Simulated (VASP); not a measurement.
The system is Ti.

```
CELL_PARAMETERS angstrom
0.00000 2.01403 2.01403
2.01403 0.00000 2.01403
2.01403 2.01403 0.00000
ATOMIC_POSITIONS crystal
Ti 0.00000 0.00000 0.00000
```

This isn't the form of Ti at room conditions, which is hcp.

Base run:

* Program: VASP 6.6.1
* Functional: PBE
* Potentials or basis: VASP PAW PBE potentials, release 64 (Ti_sv)
* Cutoff: 520 eV
* k mesh: 20 × 20 × 20
* Occupations: gaussian, width 0.15 eV
* Spin: collinear spin
* Starting moments: [0.125] μB
* Fixed moment: 0.125 μB

Its results: pressure 7.2 GPa; site moments Ti +0.09 μB.

Task: The run is repeated on the same cell with these changes: fixed moment from 0.125 μB to 0.75 μB; moments at the start from [0.12] to [0.75]. What comes out?

Result: Pressure 9.0 GPa; site moments Ti +0.52 μB.

Caveats: the cell stands under pressure; the total moment is fixed, so each spin has its own Fermi level and the state may be an excited one.
